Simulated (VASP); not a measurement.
Wanted: the native input for a VASP 6.6.1 run.

```
Task                   : single point
Functional             : r2SCAN
Potentials or basis    : VASP PAW PBE potentials, release 64 (Si, O)
Cutoff                 : 520 eV
k mesh                 : 6 × 6 × 9
Occupations            : fermi-dirac, width 0.1 eV
Spin                   : no spin polarisation
Dipole correction      : no
Further INCAR settings : ALGO = Normal; EDIFF = 1e-06; NBANDS = 25
```

The system is SiO2.

```
Si O
1.0
     4.20214    0.00000    0.00000
     0.00000    4.20214    0.00000
     0.00000    0.00000    2.67965
Si O
2 4
Direct
  0.00000 0.00000 0.00000
  0.50000 0.50000 0.50000
  0.30620 0.30620 0.00000
  0.19380 0.80620 0.50000
  0.69380 0.69380 0.00000
  0.80620 0.19380 0.50000
```

The input as run:

POSCAR

```
SiO2
1.0
    4.2021350000      0.0000000000      0.0000000000
    0.0000000000      4.2021350000      0.0000000000
    0.0000000000      0.0000000000      2.6796529200
Si O
2 4
Direct
    0.0000000000      0.0000000000      0.0000000000
    0.5000000000      0.5000000000      0.5000000000
    0.3062000000      0.3062000000      0.0000000000
    0.1938000000      0.8062000000      0.5000000000
    0.6938000000      0.6938000000      0.0000000000
    0.8062000000      0.1938000000      0.5000000000
```

INCAR.step1

```
SYSTEM = SiO2
PREC = Accurate ; ENCUT = 520
ISMEAR = -1 ; SIGMA = 0.1
LREAL = .False. ; LASPH = .True.
NELM = 100 ; NBANDS = 25
GGA = PE ; ALGO = Normal
EDIFF = 1E-4 ; LWAVE = .True.
LCHARG = .False.
```

INCAR.step2

```
SYSTEM = SiO2
PREC = Accurate ; ENCUT = 520
EDIFF = 1E-6 ; ISMEAR = -1
SIGMA = 0.1 ; LREAL = .False.
LASPH = .True. ; NELM = 100
ALGO = Normal ; ISIF = 2
LWAVE = .False. ; LCHARG = .True.
METAGGA = R2SCAN ; LMIXTAU = .True.
LELF = .True. ; LVHAR = .True.
NBANDS = 25 ; ISTART = 1
```

KPOINTS

```
regular mesh
0
Gamma
  6 6 9
  0 0 0
```

Potentials or basis: VASP PAW PBE potentials, release 64 (Si, O).

Run with:

```sh
$ cat potpaw_PBE.64/Si/POTCAR potpaw_PBE.64/O/POTCAR > POTCAR
$ cp INCAR.step1 INCAR
$ mpirun -np 1 vasp_std > vasp.out
$ cp INCAR.step2 INCAR
$ mpirun -np 1 vasp_std > vasp.out
```

It gave:

The pressure is -3.6 GPa, the largest force is 0.044 eV/Å and the band gap on the k mesh is 6.29 eV, direct.

Caveat: the PAW data sets were made with another functional, which shifts forces and pressure a little.

Run time: 2.5 min on 1 thread of Intel(R) Xeon(R) Platinum 8488C (Sapphire Rapids), with other jobs on the host, peak memory 0.18 GiB.
